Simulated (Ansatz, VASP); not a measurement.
# TiO2 in VASP and in Ansatz

The input INCAR:

```
SYSTEM = TiO2
  PREC = Accurate
  ENCUT = 520
  EDIFF = 1E-6
  ISMEAR = 0
  SIGMA = 0.02
  LREAL = .FALSE.
  LASPH = .TRUE.
  NELM = 150
  ALGO = Normal
  ISIF = 2
  LWAVE = .FALSE.
  LCHARG = .FALSE.
  ISPIN = 2
  MAGMOM = 0 0 0 0 1 1
  LORBIT = 11
  LMAXMIX = 4
  LDAU = .TRUE.
  LDAUTYPE = 2
  LDAUL = -1 2
  LDAUU = 0 2.8
  LDAUJ = 0 0
  LDAUPRINT = 1
  GGA = PE
  NBANDS = 37
```

KPOINTS

```
Automatic mesh
0
G
  5 5 8
  0 0 0
```

POSCAR

```
TiO2
1.0
    4.5900000000      0.0000000000      0.0000000000
    0.0000000000      4.5900000000      0.0000000000
    0.0000000000      0.0000000000      2.9600000000
O Ti
4 2
Direct
    0.3270000000      0.3270000000      0.0000000000
    0.1730000000      0.8270000000      0.5000000000
    0.6730000000      0.6730000000      0.0000000000
    0.8270000000      0.1730000000      0.5000000000
    0.0000000000      0.0000000000      0.0000000000
    0.5000000000      0.5000000000      0.5000000000
```

Input for Ansatz:

```yaml
crystal:
  lattice:
    - [4.59, 0.0, 0.0]
    - [0.0, 4.59, 0.0]
    - [0.0, 0.0, 2.96]
  atoms:
    - { symbol: O, position: [0.327, 0.327, 0.0] }
    - { symbol: O, position: [0.173, 0.827, 0.5] }
    - { symbol: O, position: [0.673, 0.673, 0.0] }
    - { symbol: O, position: [0.827, 0.173, 0.5] }
    - { symbol: Ti, position: [0.0, 0.0, 0.0], spin: 1.0 }
    - { symbol: Ti, position: [0.5, 0.5, 0.5], spin: 1.0 }
magnetization:
  spin_polarized: true
hamiltonian:
  xc: pbe
  pseudopotentials: { kind: paw }
  hubbard: { sites: [{ species: Ti, l: d, u_eff: 2.8 }] }
basis:
  ecutwfc: 420
kpoints:
  mp_grid: { grid: [5, 5, 8] }
scf:
  occupations: { method: gaussian, width: 0.02 }
  lower_state_search: "off"
output:
  forces: true
  stress: true
  write_density: true
  write_potential: true
  elf: true
  volumetric_format: npy
```

Alike in both runs: task single point; functional PBE; k mesh 5 × 5 × 8; occupations gaussian, width 0.02 eV; collinear spin; Hubbard terms Ti d U = 2.8 eV.

|  | VASP | Ansatz |
| --- | --- | --- |
| version | VASP 6.6.1 | Ansatz 0.2.0 |
| potentials or method | VASP PAW PBE potentials, release 64 (O, Ti_sv), cutoff 520 eV | PAW, plane waves, scalar-relativistic |
| valence electrons in the cell | 48 | 48 |

Ansatz gave:

```
gap on the k mesh at the Fermi level (eV)                     : 2.76
pressure (GPa)                                                : 22.6
traceless stress, the component that is largest in VASP (GPa) : 7.34
rms of the force components (eV/Å)                            : 1.876
net moment per atom (μB)                                      : 0.00
```

Task: Which values does VASP return?

Result: gap on the k mesh at the Fermi level (eV): 2.76; pressure (GPa): 26.4; traceless stress, the component that is largest in VASP (GPa): 9.66; rms of the force components (eV/Å): 2.021; net moment per atom (μB): 0.00.

The programs project onto different local orbitals, so the same U acts differently, and such runs can settle in different states. Atom by atom the forces differ by 0.145 eV/Å (rms over components). Ansatz's warnings: seeded moment not kept.
